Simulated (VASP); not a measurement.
# Hg (P6_3/mmc) in VASP: a series of runs

Hg is run at these levels: PBEsol+D3(BJ); tasks: single point.

Everything below comes from runs of VASP 6.6.1. Logs are shortened: lines on timing, memory, paths and dates and some standing lists are left out, and cuts for length are marked.

## (1) The cell of the first run

It takes space group P6_3/mmc (No. 194, hexagonal). Conventional cell: a = 3.281 Å, b = 3.281 Å, c = 4.952 Å, α = 90.00°, β = 90.00°, γ = 120.00°. Within 4.1 Å of Hg (site symmetry -6m2) lie 12 Hg at 3.12 to 3.28 Å.

## (2) Single point, PBEsol+D3(BJ) (23.08 Å³/atom)

INCAR

```
ALGO = Fast
EDIFF = 1E-6
ENCUT = 520
GGA = PS
ISIF = 2
ISMEAR = 0
IVDW = 12
LASPH = T
LCHARG = F
LREAL = F
LWAVE = F
NBANDS = 19
NELM = 80
PREC = Accurate
SIGMA = 0.15
```

KPOINTS

```
k-points
0
Gamma
  18 18 10
```

POSCAR

```
Hg
1.0
    3.2810407115      0.0000000000      0.0000000000
   -1.6405203557      2.8414646070      0.0000000000
    0.0000000000      0.0000000000      4.9520747458
Hg
2
Direct
    0.6666666667      0.3333333333      0.7500000000
    0.3333333333      0.6666666667      0.2500000000
```

Potentials or basis: VASP PAW PBE potentials, release 64 (Hg).

Launch:

```sh
> cat potpaw_PBE.64/Hg/POTCAR > POTCAR
> mpirun -np 1 vasp_std > vasp.out
```

OUTCAR:

```text
EDIFF = 1E-6
   ENCUT = 520
   GGA = PS
   ISIF = 2
   ISMEAR = 0
   IVDW = 12
   LASPH = T
   LREAL = F
   NELM = 80
   PREC = Accurate
 IVDW          = 12

 ion  position               nearest neighbor table
   1  0.667  0.333  0.750-   2 3.12   2 3.12   2 3.12   2 3.12   2 3.12   2 3.12
   2  0.333  0.667  0.250-   1 3.12   1 3.12   1 3.12   1 3.12   1 3.12   1 3.12

  LATTYP: Found a hexagonal cell.
 ALAT       =     3.2810407115
 C/A-ratio  =     1.5093000000

  Lattice vectors:

 A1 = (   3.2810407115,   0.0000000000,   0.0000000000)
 A2 = (  -1.6405203557,   2.8414646070,   0.0000000000)
 A3 = (   0.0000000000,   0.0000000000,   4.9520747458)

Analysis of symmetry for initial positions (statically):
=====================================================================
 Subroutine PRICEL returns:
 Original cell was already a primitive cell.

 Routine SETGRP: Setting up the symmetry group for a
 hexagonal supercell.

 Subroutine GETGRP returns: Found 24 space group operations
 (whereof 12 operations were pure point group operations)
 out of a pool of 24 trial point group operations.

The static configuration has the point symmetry D_3d.
 The point group associated with its full space group is D_6h.

Analysis of symmetry for dynamics (positions and initial velocities):
=====================================================================
 Subroutine PRICEL returns:
 Original cell was already a primitive cell.

 Routine SETGRP: Setting up the symmetry group for a
 hexagonal supercell.

 Subroutine GETGRP returns: Found 24 space group operations
 (whereof 12 operations were pure point group operations)
 out of a pool of 24 trial point group operations.

The dynamic configuration has the point symmetry D_3d.
 The point group associated with its full space group is D_6h.

 Subroutine INISYM returns: Found 24 space group operations
 (whereof 12 operations are pure point group operations),
 and found     1 'primitive' translations

----------------------------------------------------------------------------------------

                                     Primitive cell

  volume of cell :      46.1680

  direct lattice vectors                    reciprocal lattice vectors
     3.281040712  0.000000000  0.000000000     0.304781345  0.175965591  0.000000000
    -1.640520356  2.841464607  0.000000000     0.000000000  0.351931183  0.000000000
     0.000000000  0.000000000  4.952074746     0.000000000  0.000000000  0.201935563

  length of vectors
     3.281040712  3.281040711  4.952074746     0.351931183  0.351931183  0.201935563

  position of ions in fractional coordinates (direct lattice)
     0.666666667  0.333333333  0.750000000
     0.333333333  0.666666667  0.250000000

  ion indices of the primitive-cell ions
   primitive index   ion index
                 1           1
                 2           2

----------------------------------------------------------------------------------------

 KPOINTS: k-points

Automatic generation of k-mesh.
 Grid dimensions read from file:
 generate k-points for:   18   18   10

 Generating k-lattice:

  Cartesian coordinates                     Fractional coordinates (reciprocal lattice)
     0.016932297  0.009775866  0.000000000     0.055555556  0.000000000  0.000000000
     0.000000000  0.019551732  0.000000000     0.000000000  0.055555556  0.000000000
     0.000000000  0.000000000  0.020193556     0.000000000  0.000000000  0.100000000

  Length of vectors
     0.019551732  0.019551732  0.020193556

  Shift w.r.t. Gamma in fractional coordinates (k-lattice)
     0.000000000  0.000000000  0.000000000

 Subroutine IBZKPT returns following result:
 ===========================================

 Found    222 irreducible k-points:

 Following reciprocal coordinates:
            Coordinates               Weight
  0.000000  0.000000  0.000000      1.000000
  0.055556 -0.000000  0.000000      6.000000
  0.111111 -0.000000  0.000000      6.000000
  0.166667  0.000000  0.000000      6.000000
  0.222222  0.000000  0.000000      6.000000
  0.277778 -0.000000  0.000000      6.000000
[... 16 lines left out ...]
  0.333333  0.111111  0.000000     12.000000
  0.388889  0.111111  0.000000     12.000000
 [... further k-points ...]
   k-points           NKPTS =    222   k-points in BZ     NKDIM =    222   number of bands    NBANDS=     19
   number of dos      NEDOS =    301   number of ions     NIONS =      2
   total plane-waves  NPLWV =  23040
   dimension x,y,z NGX =    24 NGY =   24 NGZ =   40
   dimension x,y,z NGXF=    48 NGYF=   48 NGZF=   80
   ions per type =               2
   NGX,Y,Z   is equivalent  to a cutoff of  12.16, 12.16, 13.43 a.u.
   NGXF,Y,Z  is equivalent  to a cutoff of  24.32, 24.32, 26.86 a.u.
 SYSTEM =  unknown system
   PREC   = accura    normal or accurate (medium, high low for compatibility)
   ISTART =      0    job   : 0-new  1-cont  2-samecut
   ICHARG =      2    charge: 1-file 2-atom 10-const
   ISPIN  =      1    spin polarized calculation?
   LNONCOLLINEAR =      F non collinear calculations
   LSORBIT =      F    spin-orbit coupling
   LASPH  =      T    aspherical Exc in radial PAW
   ENCUT  =  520.0 eV  38.22 Ry    6.18 a.u.   6.10  6.10  9.21*2*pi/ulx,y,z
   NELM   =     80;   NELMIN=  2; NELMDL= -5     # of ELM steps
   EDIFF  = 0.1E-05   stopping-criterion for ELM
   LREAL  =      F    real-space projection
   EDIFFG = 0.1E-04   stopping-criterion for IOM
   NSW    =      0    number of steps for IOM
   IBRION =     -1    ionic relax: 0-MD 1-quasi-New 2-CG
   NFREE  =      0    steps in history (QN), initial steepest desc. (CG)
   ISIF   =      2    stress and relaxation
   ISYM   =      2    0-nonsym 1-usesym 2-fastsym
   POTIM  = 0.5000    time-step for ionic-motion
   TEBEG  =    0.0;   TEEND  =   0.0 temperature during run
   PSTRESS=    0.0 pullay stress
   NELECT =      24.0000    total number of electrons
   NUPDOWN=      -1.0000    fix difference up-down
   EMIN   =  10.00;   EMAX   =-10.00  energy-range for DOS
   EFERMI =   0.00;   METHOD = LEGACY
   ISMEAR =     0;   SIGMA  =   0.15  broadening in eV -4-tet -1-fermi 0-gaus
   EFERMI_NEDOS =   21; number of points for ismear=-14 and -15
   IALGO  =     68    algorithm
   IMIX   =      4    mixing-type and parameters
     AMIX     =   0.40;   BMIX     =  1.00
     AMIX_MAG =   1.60;   BMIX_MAG =  1.00
  volume/ion in A,a.u.               =      23.08       155.78
  Fermi-wavevector in a.u.,A,eV,Ry     =   1.316330  2.487504 23.575162  1.732726
  Thomas-Fermi vector in A             =   2.446450
   LORBIT       =      0    0 simple, 1 ext, 2 COOP (PROOUT), +10 PAW based schemes
   GGA     = PS    functional components
   LHFCALC =     F    Hartree Fock is set to
   AEXX    =    0.0000 exact exchange contribution
   IVDW    =    12    specifies the selected vdW correction
   LEPSILON=     F    determine dielectric tensor
   LRPA    =     F    only Hartree local field effects (RPA)
 non-spin polarized calculation
 RMM-DIIS sequential band-by-band and
 Gauss-broadening in eV      SIGMA  =   0.15
  energy-cutoff  :      520.00
  volume of cell :       46.17
 maximum number of plane-waves:      1264
   NGX = 13   NGY = 13   NGZ = 19

 number of electron      23.9999996 magnetization

 Free energy of the ion-electron system (eV)
  ---------------------------------------------------
  ext. energy  EPLUGINS =         0.00000000
  ---------------------------------------------------
  free energy    TOTEN  =        -1.08389952 eV

  energy without entropy =       -1.07600345  energy(sigma->0) =       -1.07995148

 E-fermi :   2.6035     XC(G=0): -11.1703

 val. band max:        2.6019688026   @ k =   0.3333   0.0556   0.1000
 cond. band min:       2.6271199514   @ k =   0.4444   0.0556   0.3000
 fundamental gap:      0.0251511489
 Fermi energy:         2.6034769118

 k-point     1 :       0.0000    0.0000    0.0000
  band No.  band energies     occupation
      1      -6.5672      2.00000
      2      -5.3099      2.00000
      3      -4.2388      2.00000
      4      -4.2388      2.00000
      5      -4.0950      2.00000
      6      -4.0751      2.00000
[... 11 lines left out ...]
     18      17.0244      0.00000
     19      17.0244      0.00000

 k-point     2 :       0.0556   -0.0000    0.0000
  band No.  band energies     occupation
      1      -6.5014      2.00000
      2      -5.2776      2.00000
      3      -4.2853      2.00000
      4      -4.2109      2.00000
      5      -4.0942      2.00000
      6      -4.0921      2.00000
[... 11 lines left out ...]
     18      17.4115      0.00000
     19      17.6044      0.00000

 k-point     3 :       0.1111   -0.0000    0.0000
  band No.  band energies     occupation
      1      -6.3089      2.00000
      2      -5.1905      2.00000
      3      -4.3629      2.00000
      4      -4.1543      2.00000
      5      -4.1390      2.00000
      6      -4.1295      2.00000
[... 11 lines left out ...]
     18      17.7052      0.00000
     19      18.0658      0.00000

 k-point     4 :       0.1667    0.0000    0.0000
  band No.  band energies     occupation
      1      -6.0091      2.00000
      2      -5.0829      2.00000
      3      -4.4184      2.00000
      4      -4.2609      2.00000
      5      -4.2061      2.00000
      6      -4.0865      2.00000
[... 11 lines left out ...]
     18      16.7347      0.00000
     19      17.8624      0.00000

 k-point     5 :       0.2222    0.0000    0.0000
  band No.  band energies     occupation
      1      -5.6507      2.00000
      2      -5.0191      2.00000
      3      -4.4106      2.00000
      4      -4.3893      2.00000
      5      -4.2822      2.00000
      6      -4.0697      2.00000
[... 11 lines left out ...]
     18      15.3573      0.00000
     19      17.1339      0.00000

 k-point     6 :       0.2778   -0.0000    0.0000
  band No.  band energies     occupation
      1      -5.3349      2.00000
      2      -5.0384      2.00000
      3      -4.5812      2.00000
      4      -4.3574      2.00000
      5      -4.2222      2.00000
      6      -4.0069      2.00000
[... 11 lines left out ...]
     18      14.8433      0.00000
     19      16.4865      0.00000

 k-point     7 :       0.3333   -0.0000    0.0000
  band No.  band energies     occupation
      1      -5.1572      2.00000
      2      -5.1019      2.00000
      3      -4.7424      2.00000
      4      -4.4239      2.00000
      5      -3.9990      2.00000
      6      -3.8811      2.00000
[... 11 lines left out ...]
     18      14.6854      0.00000
     19      15.9650      0.00000

 k-point     8 :       0.3889    0.0000    0.0000
  band No.  band energies     occupation
      1      -5.1685      2.00000
      2      -5.0922      2.00000
      3      -4.8707      2.00000
      4      -4.4756      2.00000
      5      -3.8879      2.00000
      6      -3.8653      2.00000
[... 256 lines left out ...]
 k-point    20 :       0.1667    0.1111    0.0000
  band No.  band energies     occupation
      1      -5.4967      2.00000
      2      -4.9326      2.00000
      3      -4.5032      2.00000
      4      -4.4722      2.00000
      5      -4.3065      2.00000
      6      -4.0702      2.00000
[... 11 lines left out ...]
     18      15.7437      0.00000
     19      16.0719      0.00000

 k-point    21 :       0.2222    0.1111    0.0000
  band No.  band energies     occupation
      1      -5.2020      2.00000
      2      -4.9334      2.00000
      3      -4.6365      2.00000
      4      -4.3883      2.00000
      5      -4.3641      2.00000
      6      -4.0122      2.00000
[... 11 lines left out ...]
     18      15.0908      0.00000
     19      15.5190      0.00000

 k-point    22 :       0.2778    0.1111    0.0000
  band No.  band energies     occupation
      1      -5.0496      2.00000
      2      -4.9879      2.00000
      3      -4.7885      2.00000
      4      -4.4126      2.00000
      5      -4.1601      2.00000
      6      -3.9246      2.00000
[... 11 lines left out ...]
     18      14.5311      0.00000
     19      15.0775      0.00000

 k-point    23 :       0.3333    0.1111    0.0000
  band No.  band energies     occupation
      1      -5.0640      2.00000
      2      -4.9852      2.00000
      3      -4.9084      2.00000
      4      -4.4488      2.00000
      5      -3.9495      2.00000
      6      -3.9030      2.00000
[... 11 lines left out ...]
     18      14.0970      0.00000
     19      14.7555      0.00000

 k-point    24 :       0.3889    0.1111    0.0000
  band No.  band energies     occupation
      1      -5.1070      2.00000
      2      -4.9843      2.00000
      3      -4.9758      2.00000
      4      -4.4710      2.00000
      5      -3.9362      2.00000
      6      -3.8284      2.00000
[... 11 lines left out ...]
     18      13.8213      0.00000
     19      14.5598      0.00000

 [... further k-points ...]

------------------------ aborting loop because EDIFF is reached ----------------------------------------

 Edisp (eV)   -0.86509

 E8    (eV) :    -0.5868

  FORCE on cell =-STRESS in cart. coord.  units (eV):
  Direction    XX          YY          ZZ          XY          YZ          ZX
  --------------------------------------------------------------------------------------
  -------------------------------------------------------------------------------------
  Total      -0.51306    -0.51306    -0.50792    -0.00000     0.00000    -0.00000
  in kB     -17.80479   -17.80479   -17.62638    -0.00000     0.00000    -0.00000
  external pressure =      -17.75 kB  Pullay stress =        0.00 kB

 VOLUME and BASIS-vectors are now :
 -----------------------------------------------------------------------------
  energy-cutoff  :      520.00
  volume of cell :       46.17
      direct lattice vectors                 reciprocal lattice vectors
     3.281040712  0.000000000  0.000000000     0.304781345  0.175965591  0.000000000
    -1.640520356  2.841464607  0.000000000     0.000000000  0.351931183  0.000000000
     0.000000000  0.000000000  4.952074746     0.000000000  0.000000000  0.201935563

 POSITION                                       TOTAL-FORCE (eV/Angst)
 -----------------------------------------------------------------------------------
      1.64052      0.94715      3.71406         0.000000     -0.000000      0.000000
     -0.00000      1.89431      1.23802        -0.000000      0.000000      0.000000
 -----------------------------------------------------------------------------------
    total drift:                               -0.000000      0.000000     -0.000000

  FREE ENERGIE OF THE ION-ELECTRON SYSTEM (eV)
  ---------------------------------------------------
  free  energy   TOTEN  =        -1.9489944933 eV

  energy  without entropy=       -1.9410984172  energy(sigma->0) =       -1.94504646
```

It took 40 s on 1 thread of Intel Xeon 6975P-C (Granite Rapids), shared host; peak memory 0.28 GiB.

Results:

```yaml
Free_energy: -1.9490 eV
Pressure: -1.8 GPa
Band_gap_on_the_k_mesh: zero (bands 12 and 13 overlap by 1.00 eV)
Dispersion_energy_per_atom: -0.433 eV
```

Levels at points of the mesh, in eV from the Fermi level:
| k point | band 8 | band 9 | band 10 | band 11 | band 12 | band 13 | band 14 | band 15 | band 16 | band 17 |
| --- | --- | --- | --- | --- | --- | --- | --- | --- | --- | --- |
| (0.00, 0.00, 0.00) | -6.66 | -6.66 | -5.75 | -5.75 | -1.21 | -0.54 | 11.75 | 11.75 | 12.60 | 14.29 |
| (0.50, 0.00, 0.00) | -5.85 | -5.69 | -5.55 | -2.69 | -2.54 | 3.40 | 3.69 | 4.35 | 6.32 | 7.63 |
| (0.00, 0.00, 0.50) | -6.50 | -5.98 | -5.98 | -5.98 | -5.98 | 8.32 | 8.32 | 12.84 | 12.85 | 12.95 |
| (0.50, 0.00, 0.50) | -5.77 | -5.74 | -5.74 | -1.47 | -1.47 | -0.23 | -0.23 | 8.93 | 8.93 | 10.93 |

Caveat: the PAW data sets were made with another functional, which shifts forces and pressure a little; spin-orbit coupling is left out, which moves the levels of the heavy elements.

[end of part 1 of 2]

The gap in the log of VASP goes by the Fermi energy; the results here count the filled bands.